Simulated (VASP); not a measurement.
# In2GaP3 (R-3m) in VASP: notebook, part 2 of 3

VASP 6.6.1. Earlier steps stand in the parts before.

## (3) Single point, PBE

This run uses another cell than the first one, of 24.24 Å³/atom, 1.039 times its volume.

The input, INCAR:

```
PREC = Accurate
ENCUT = 520
EDIFF = 1E-6
ISMEAR = 0
SIGMA = 0.1
LREAL = False
LASPH = True
NELM = 80
ALGO = Normal
ISIF = 2
LWAVE = False
LCHARG = True
GGA = PE
LELF = True
LVHAR = True
NBANDS = 36
```

The input, KPOINTS:

```
regular mesh
0
Gamma
  3 3 3
```

The input, POSCAR:

```
In2GaP3
1.0
    3.1864626500      1.8397050700      4.1346745300
   -3.1864626500      1.8397050700      4.1346745300
    0.0000000000     -3.6794101300      4.1346745300
In Ga P
2 1 3
Direct
    0.2999800600      0.2999800600      0.2999800600
    0.7000199400      0.7000199400      0.7000199400
    0.0000000000      0.0000000000      0.0000000000
    0.5000000000      0.5000000000      0.0000000000
    0.0000000000      0.5000000000      0.5000000000
    0.5000000000      0.0000000000      0.5000000000
```

Potentials or basis: VASP PAW PBE potentials, release 64 (In_d, Ga_d, P).

The run is started by

```
$ cat potpaw_PBE.64/In_d/POTCAR potpaw_PBE.64/Ga_d/POTCAR potpaw_PBE.64/P/POTCAR > POTCAR
$ mpirun -np 1 vasp_std > vasp.out
```

OUTCAR:

```text
PREC = Accurate
   ENCUT = 520
   EDIFF = 1E-6
   ISMEAR = 0
   LREAL = False
   LASPH = True
   NELM = 80
   ISIF = 2
   GGA = PE

 ion  position               nearest neighbor table
   1  0.300  0.300  0.300-   4 1.89   5 1.89   6 1.89   2 3.77   2 3.77   2 3.77
   2  0.700  0.700  0.700-   4 1.89   5 1.89   6 1.89   1 3.77   1 3.77   1 3.77
   3  0.000  0.000  0.000-
   4  0.500  0.500  0.000-   1 1.89   2 1.89
   5  0.000  0.500  0.500-   1 1.89   2 1.89
   6  0.500  0.000  0.500-   1 1.89   2 1.89

  LATTYP: Found a trigonal (rhomboedric) cell.
 ALAT       =     5.5347621840
 COS(alpha) =     0.3370973880

  Lattice vectors:

 A1 = (   3.1864626500,   1.8397050700,   4.1346745300)
 A2 = (  -3.1864626500,   1.8397050700,   4.1346745300)
 A3 = (   0.0000000000,  -3.6794101300,   4.1346745300)

Analysis of symmetry for initial positions (statically):
=====================================================================
 Subroutine PRICEL returns:
 Original cell was already a primitive cell.

 Routine SETGRP: Setting up the symmetry group for a
 trigonal (rhombohedral) supercell.

 Subroutine GETGRP returns: Found 12 space group operations
 (whereof 12 operations were pure point group operations)
 out of a pool of 12 trial point group operations.

The static configuration has the point symmetry D_3d.

Analysis of symmetry for dynamics (positions and initial velocities):
=====================================================================
 Subroutine PRICEL returns:
 Original cell was already a primitive cell.

 Routine SETGRP: Setting up the symmetry group for a
 trigonal (rhombohedral) supercell.

 Subroutine GETGRP returns: Found 12 space group operations
 (whereof 12 operations were pure point group operations)
 out of a pool of 12 trial point group operations.

The dynamic configuration has the point symmetry D_3d.

 Subroutine INISYM returns: Found 12 space group operations
 (whereof 12 operations are pure point group operations),
 and found     1 'primitive' translations

----------------------------------------------------------------------------------------

                                     Primitive cell

  volume of cell :     145.4285

  direct lattice vectors                    reciprocal lattice vectors
     3.186462650  1.839705070  4.134674530     0.156913812  0.090594231  0.080619002
    -3.186462650  1.839705070  4.134674530    -0.156913812  0.090594231  0.080619002
     0.000000000 -3.679410130  4.134674530     0.000000000 -0.181188463  0.080619002

  length of vectors
     5.534762184  5.534762184  5.534762179     0.198314605  0.198314605  0.198314605

  position of ions in fractional coordinates (direct lattice)
     0.299980060  0.299980060  0.299980060
     0.700019940  0.700019940  0.700019940
     0.000000000  0.000000000  0.000000000
     0.500000000  0.500000000  0.000000000
     0.000000000  0.500000000  0.500000000
     0.500000000  0.000000000  0.500000000

  ion indices of the primitive-cell ions
   primitive index   ion index
                 1           1
                 2           2
                 3           3
                 4           4
                 5           5
                 6           6

[... 24 lines left out ...]
 Found      6 irreducible k-points:

 Following reciprocal coordinates:
            Coordinates               Weight
  0.000000  0.000000  0.000000      1.000000
  0.333333  0.000000 -0.000000      6.000000
  0.333333  0.333333 -0.000000      6.000000
 -0.333333  0.333333  0.000000      6.000000
  0.333333  0.333333  0.333333      2.000000
 -0.333333  0.333333  0.333333      6.000000
   k-points           NKPTS =      6   k-points in BZ     NKDIM =      6   number of bands    NBANDS=     36
   number of dos      NEDOS =    301   number of ions     NIONS =      6
   total plane-waves  NPLWV =  74088
   dimension x,y,z NGX =    42 NGY =   42 NGZ =   42
   dimension x,y,z NGXF=    84 NGYF=   84 NGZF=   84
   ions per type =               2   1   3
   NGX,Y,Z   is equivalent  to a cutoff of  12.62, 12.62, 12.62 a.u.
   NGXF,Y,Z  is equivalent  to a cutoff of  25.23, 25.23, 25.23 a.u.
 SYSTEM =  unknown system
   PREC   = accura    normal or accurate (medium, high low for compatibility)
   ISTART =      0    job   : 0-new  1-cont  2-samecut
   ICHARG =      2    charge: 1-file 2-atom 10-const
   ISPIN  =      1    spin polarized calculation?
   LNONCOLLINEAR =      F non collinear calculations
   LSORBIT =      F    spin-orbit coupling
   LASPH  =      T    aspherical Exc in radial PAW
   ENCUT  =  520.0 eV  38.22 Ry    6.18 a.u.  10.29 10.29 10.29*2*pi/ulx,y,z
   NELM   =     80;   NELMIN=  2; NELMDL= -5     # of ELM steps
   EDIFF  = 0.1E-05   stopping-criterion for ELM
   LREAL  =      F    real-space projection
   EDIFFG = 0.1E-04   stopping-criterion for IOM
   NSW    =      0    number of steps for IOM
   IBRION =     -1    ionic relax: 0-MD 1-quasi-New 2-CG
   NFREE  =      0    steps in history (QN), initial steepest desc. (CG)
   ISIF   =      2    stress and relaxation
   ISYM   =      2    0-nonsym 1-usesym 2-fastsym
   POTIM  = 0.5000    time-step for ionic-motion
   TEBEG  =    0.0;   TEEND  =   0.0 temperature during run
   PSTRESS=    0.0 pullay stress
   NELECT =      54.0000    total number of electrons
   NUPDOWN=      -1.0000    fix difference up-down
   EMIN   =  10.00;   EMAX   =-10.00  energy-range for DOS
   EFERMI =   0.00;   METHOD = LEGACY
   ISMEAR =     0;   SIGMA  =   0.10  broadening in eV -4-tet -1-fermi 0-gaus
   EFERMI_NEDOS =   21; number of points for ismear=-14 and -15
   IALGO  =     38    algorithm
   IMIX   =      4    mixing-type and parameters
     AMIX     =   0.40;   BMIX     =  1.00
     AMIX_MAG =   1.60;   BMIX_MAG =  1.00
  volume/ion in A,a.u.               =      24.24       163.57
  Fermi-wavevector in a.u.,A,eV,Ry     =   1.176674  2.223592 18.838110  1.384562
  Thomas-Fermi vector in A             =   2.313034
   LORBIT       =      0    0 simple, 1 ext, 2 COOP (PROOUT), +10 PAW based schemes
   GGA     = PE    functional components
   LHFCALC =     F    Hartree Fock is set to
   AEXX    =    0.0000 exact exchange contribution
   IVDW    =     0    specifies the selected vdW correction
   LEPSILON=     F    determine dielectric tensor
   LRPA    =     F    only Hartree local field effects (RPA)
 non-spin polarized calculation
 Gauss-broadening in eV      SIGMA  =   0.10
  energy-cutoff  :      520.00
  volume of cell :      145.43
 maximum number of plane-waves:      3928
 NGX is ok and might be reduce to    42
   NGX = 21   NGY = 21   NGZ = 21

 number of electron      54.0000022 magnetization

 Free energy of the ion-electron system (eV)
  ---------------------------------------------------
  ext. energy  EPLUGINS =         0.00000000
  ---------------------------------------------------
  free energy    TOTEN  =         1.15449261 eV

  energy without entropy =        1.15925685  energy(sigma->0) =        1.15687473

 E-fermi :   4.8161     XC(G=0):  -9.0047

 val. band max:        4.6891397831   @ k =  -0.3333   0.3333   0.0000
 cond. band min:       4.9024197085   @ k =   0.3333   0.3333   0.3333
 fundamental gap:      0.2132799254
 Fermi energy:         4.8160739759

 k-point     1 :       0.0000    0.0000    0.0000
  band No.  band energies     occupation
      1     -12.9771      2.00000
      2     -12.9771      2.00000
      3     -12.5420      2.00000
      4     -12.5420      2.00000
      5     -12.2685      2.00000
      6     -11.7553      2.00000
[... 223 lines left out ...]
     35      10.7683      0.00000
     36      11.2305      0.00000

------------------------ aborting loop because EDIFF is reached ----------------------------------------

  FORCE on cell =-STRESS in cart. coord.  units (eV):
  Direction    XX          YY          ZZ          XY          YZ          ZX
  --------------------------------------------------------------------------------------
  -------------------------------------------------------------------------------------
  Total       92.7685933     92.7685931      8.0835910      0.0000000      0.0000000      0.0000000
  in kB     1022.0259852   1022.0259829     89.0564333      0.0000000      0.0000001      0.0000000
  external PRESSURE =     711.0361338 kB  Pullay stress =       0.0000000 kB

 VOLUME and BASIS-vectors are now :
 -----------------------------------------------------------------------------
  energy-cutoff  :      520.00
  volume of cell :      145.43
      direct lattice vectors                 reciprocal lattice vectors
     3.186462650  1.839705070  4.134674530     0.156913812  0.090594231  0.080619002
    -3.186462650  1.839705070  4.134674530    -0.156913812  0.090594231  0.080619002
     0.000000000 -3.679410130  4.134674530     0.000000000 -0.181188463  0.080619002

 POSITION                                       TOTAL-FORCE (eV/Angst)
 -----------------------------------------------------------------------------------
      0.00000      0.00000      3.72096         0.000000     -0.000000     -9.838471
      0.00000      0.00000      8.68306         0.000000      0.000000      9.838471
      0.00000      0.00000      0.00000         0.000000      0.000000      0.000000
      0.00000      1.83971      4.13467         0.000000      0.000000     -0.000000
     -1.59323     -0.91985      4.13467         0.000000      0.000000     -0.000000
      1.59323     -0.91985      4.13467        -0.000000      0.000000     -0.000000
 -----------------------------------------------------------------------------------
    total drift:                                0.000000      0.000000     -0.000000

  FREE ENERGIE OF THE ION-ELECTRON SYSTEM (eV)
  ---------------------------------------------------
  free  energy   TOTEN  =         1.1544926108 eV

  energy  without entropy=        1.1592568459  energy(sigma->0) =        1.15687473
```

stdout:

```text
POSCAR found type information on POSCAR InGaP
 POSCAR found :  3 types and       6 ions
 scaLAPACK will be used
 LDA part: xc-table for (Slater+PW92), standard interpolation
 POSCAR, INCAR and KPOINTS ok, starting setup
 FFT: planning ... GRIDC
 FFT: planning ... GRID_SOFT
 FFT: planning ... GRID
 WAVECAR not read
 entering main loop
```

Run time: 50 s. Hardware: 1 thread of Intel Xeon Platinum 8259CL at 2.50GHz (Skylake/Cascade Lake), shared host; peak memory 0.26 GiB.

Results:

- Free energy: 1.1545 eV
- Pressure: 71.1 GPa
- Largest force: 9.838 eV/Å
- Band gap on the k mesh: zero (band 27 reaches 5.23 eV, above the bottom of band 28 at 4.69 eV)

Forces on the atoms (eV/Å):
```
In   0.000  0.000 -9.838
In   0.000  0.000  9.838
Ga   0.000  0.000  0.000
P    0.000  0.000  0.000
P    0.000  0.000  0.000
P    0.000  0.000  0.000
```

Stress tensor (GPa, compression positive):
```
102.20   0.00   0.00
  0.00 102.20   0.00
  0.00   0.00   8.91
```

Caveat: the k points lie up to 0.42 Å⁻¹ apart; spin-orbit coupling is left out, which moves the levels of the heavy elements; forces of over 1 eV/Å act on the atoms, so gaps and moduli don't describe the material at rest.

## (4) Relaxation of cell and atoms, PBE

This run uses another cell than the first one, of 24.24 Å³/atom, 1.039 times its volume.

The input, INCAR:

```
SYSTEM = In2GaP3
  ALGO = Normal
  EDIFF = 1E-6
  EDIFFG = -0.04
  ENCUT = 600
  GGA = PE
  IBRION = 2
  ISIF = 3
  ISMEAR = 0
  LASPH = .True.
  LCHARG = .False.
  LREAL = .False.
  LWAVE = .False.
  NELM = 100
  NSW = 90
  PREC = Accurate
  SIGMA = 0.1
```

The input, KPOINTS:

```
k-points
0
Gamma
  3 3 3
  0 0 0
```

POSCAR is that of step 3.

The run is started by

```
$ cat potpaw_PBE.64/In_d/POTCAR potpaw_PBE.64/Ga_d/POTCAR potpaw_PBE.64/P/POTCAR > POTCAR
$ mpirun -np 1 vasp_std > vasp.out
```

It took 17 min on 1 thread of Intel Xeon Platinum 8259CL at 2.50GHz (Skylake/Cascade Lake), shared host; peak memory 0.35 GiB.

Results (log left out):

```yaml
Free_energy: -18.3799 eV
Relaxed_volume: 31.07 Å³/atom
Relaxed_cell: a = 5.759 Å, b = 5.759 Å, c = 5.759 Å, α = 96.94°, β = 96.94°, γ = 96.94°
Space_group_after_relaxing_to_0.05_Å: R-3m (No. 166)
Energy_gained_by_relaxing: 3255.4 meV/atom
Ionic_steps: 28
Pressure_after_relaxing: 0.1 GPa
Largest_force_after_relaxing: 0.005 eV/Å
Band_gap_on_the_k_mesh: zero (band 27 reaches 3.33 eV, above the bottom of band 28 at 2.66 eV)
```

Forces in eV/Å, atoms in the order of the input:
```
In   0.000  0.000  0.005
In   0.000  0.000 -0.005
Ga   0.000  0.000  0.000
P    0.000  0.000  0.000
P    0.000  0.000  0.000
P    0.000  0.000  0.000
```

Stress tensor (GPa, compression positive):
```
 0.10  0.00  0.00
 0.00  0.10  0.00
 0.00  0.00 -0.01
```

Step by step:
```
step  energy change (eV)  largest force (eV/Å)  pressure (GPa)  volume (Å³)
   1              0.0000                9.8374           71.13       145.43
   2            -11.9588                0.5203           -4.76       472.29
   3            -18.3663                0.0468           -2.25       263.08
   4            -18.4426                0.0066           -1.84       257.54
   5            -18.5330                0.1815           -0.03       240.22
   6            -18.5374                0.1305           -0.47       243.60
   7            -18.5636                0.1711           -0.43       240.48
   8            -18.6541                0.3037           -0.30       231.11
   9            -18.9059                0.5415            0.11       212.35
  10            -19.0725                0.8710            4.10       174.79
  11            -19.1234                0.4779            0.70       199.07
  12            -19.2522                0.1091            1.84       186.93
  13            -19.2671                0.0002            1.85       186.32
  14            -19.2792                0.2102            1.88       185.24
  15            -19.2925                0.2177            1.62       186.34
  16            -19.3228                0.2346            0.94       189.65
  17            -19.3416                0.2615           -0.31       196.40
  18            -19.3421                0.2584           -0.14       195.44
  19            -19.3447                0.2548           -0.16       195.38
  20            -19.3522                0.2447           -0.15       195.22
  21            -19.3670                0.2261           -0.17       194.88
  22            -19.3955                0.2013           -0.16       194.17
  23            -19.4493                0.1789           -0.28       192.64
  24            -19.5237                0.1187           -0.46       189.11
  25            -19.5230                0.0311            0.75       182.66
  26            -19.5313                0.0497            0.10       185.91
  27            -19.5313                0.0470            0.14       185.84
  28            -19.5322                0.0053            0.06       186.40
```

Final structure:
```
In Ga P
1.0
     4.31116    2.48905    2.89512
    -4.31116    2.48905    2.89512
     0.00000   -4.97810    2.89512
In Ga P
2 1 3
Direct
  0.31741 0.31741 0.31741
  0.68259 0.68259 0.68259
  0.00000 0.00000 0.00000
  0.50000 0.50000 0.00000
  0.00000 0.50000 0.50000
  0.50000 0.00000 0.50000
```

Levels at points of the mesh, in eV from the Fermi level:
```csv
k point,band 24,band 25,band 26,band 27,band 28,band 29,band 30,band 31
"(0.00, 0.00, 0.00)",-1.61,-1.61,-0.69,-0.24,0.53,0.53,2.11,2.14
```

Caveat: the k points lie up to 0.37 Å⁻¹ apart in the final cell; the volume moved by over 15 % at a fixed basis, so the end points are rough; spin-orbit coupling is left out, which moves the levels of the heavy elements.

## (5) Single point, PBE

This run uses another cell than the first one, of 23.03 Å³/atom, 0.987 times its volume.

The input, INCAR:

```
ALGO = Normal ; EDIFF = 1E-6
ENCUT = 520 ; GGA = PE
ISIF = 2 ; ISMEAR = 0
LASPH = T ; LCHARG = F
LREAL = F ; LWAVE = F
NBANDS = 36 ; NELM = 80
PREC = Accurate ; SIGMA = 0.1
```

The input, KPOINTS:

```
k-points
0
Gamma
  6 6 6
```

The input, POSCAR:

```
In2GaP3
1.0
    2.6599132580      1.5357016355      5.6371456866
   -2.6599132580      1.5357016355      5.6371456866
    0.0000000000     -3.0714032711      5.6371456866
In Ga P
2 1 3
Direct
    0.1924168222      0.1924168222      0.1924168222
    0.8075831778      0.8075831778      0.8075831778
    0.0000000000      0.0000000000      0.0000000000
    0.5000000000      0.5000000000      0.0000000000
    0.0000000000      0.5000000000      0.5000000000
    0.5000000000      0.0000000000      0.5000000000
```

The run is started by

```
$ cat potpaw_PBE.64/In_d/POTCAR potpaw_PBE.64/Ga_d/POTCAR potpaw_PBE.64/P/POTCAR > POTCAR
$ mpirun -np 1 vasp_std > vasp.out
```

Run time: 2.9 min. Hardware: 1 thread of Intel Xeon Platinum 8259CL at 2.50GHz (Skylake/Cascade Lake), shared host; peak memory 0.4 GiB.

The run converged. Its results:

```yaml
Free_energy: -22.3960 eV
Pressure: 0.1 GPa
Largest_force: 0.006 eV/Å
Band_gap_on_the_k_mesh: zero (band 27 reaches 6.42 eV, above the bottom of band 28 at 4.81 eV)
```

Forces in eV/Å, atoms in the order of the input:
```
In   0.000  0.000 -0.006
In   0.000  0.000  0.006
Ga   0.000  0.000  0.000
P    0.000  0.000  0.000
P    0.000  0.000  0.000
P    0.000  0.000  0.000
```

Stress tensor (GPa, compression positive):
```
0.04 0.00 0.00
0.00 0.04 0.00
0.00 0.00 0.16
```

Levels at points of the mesh, in eV from the Fermi level:
```tsv
k point	band 25	band 26	band 27	band 28	band 29	band 30
(0.00, 0.00, 0.00)	-0.93	-0.93	-0.90	0.56	0.56	2.49
(0.50, 0.00, 0.00)	-2.22	-2.06	-1.21	-1.11	0.94	1.66
(0.50, 0.50, 0.00)	-1.31	-0.84	-0.73	-0.72	0.34	0.43
(0.50, 0.50, 0.50)	-1.16	-1.16	-1.13	2.17	2.39	2.56
```

Caveat: spin-orbit coupling is left out, which moves the levels of the heavy elements.

(Continued in part 3 of 3.)
